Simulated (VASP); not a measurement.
A run of VASP 6.6.1 is set up as follows.

INCAR

```
SYSTEM = InSe2
ALGO = Normal
EDIFF = 1E-7
ENCUT = 520
GGA = PS
ISIF = 2
ISMEAR = 0
LASPH = .True.
LCHARG = .True.
LELF = .True.
LREAL = .False.
LVHAR = .True.
LWAVE = .False.
NBANDS = 34
NELM = 80
PREC = Accurate
SIGMA = 0.1
```

The input KPOINTS:

```
k-points
0
Gamma
  1 1 1
  0 0 0
```

File POSCAR:

```
InSe2
1.0
    3.8948930000      0.0000000000      0.0000000000
    0.0000000000      3.8948930000      0.0000000000
    0.0000000000      0.0000000000      9.6262310000
In Se
2 4
Direct
    0.0000000000      0.5000000000      0.7064680000
    0.5000000000      0.0000000000      0.2935320000
    0.0000000000      0.5000000000      0.3662120000
    0.5000000000      0.0000000000      0.6337880000
    0.0000000000      0.0000000000      0.0000000000
    0.5000000000      0.5000000000      0.0000000000
```

Potentials or basis: VASP PAW PBE potentials, release 64 (In_d, Se).

Run with:

```sh
$ cat potpaw_PBE.64/In_d/POTCAR potpaw_PBE.64/Se/POTCAR > POTCAR
$ mpirun -np 1 vasp_gam > vasp.out
```

Problem. What does it give for the largest force?

Solution. 2.838 eV/Å.

Problem. What does it give for the pressure?

Solution. 12.7 GPa.

Stress tensor (GPa, compression positive):
```
19.28  0.00  0.00
 0.00 19.28  0.00
 0.00  0.00 -0.51
```

Caveat: the k points lie up to 1.61 Å⁻¹ apart; the PAW data sets were made with another functional, which shifts forces and pressure a little.
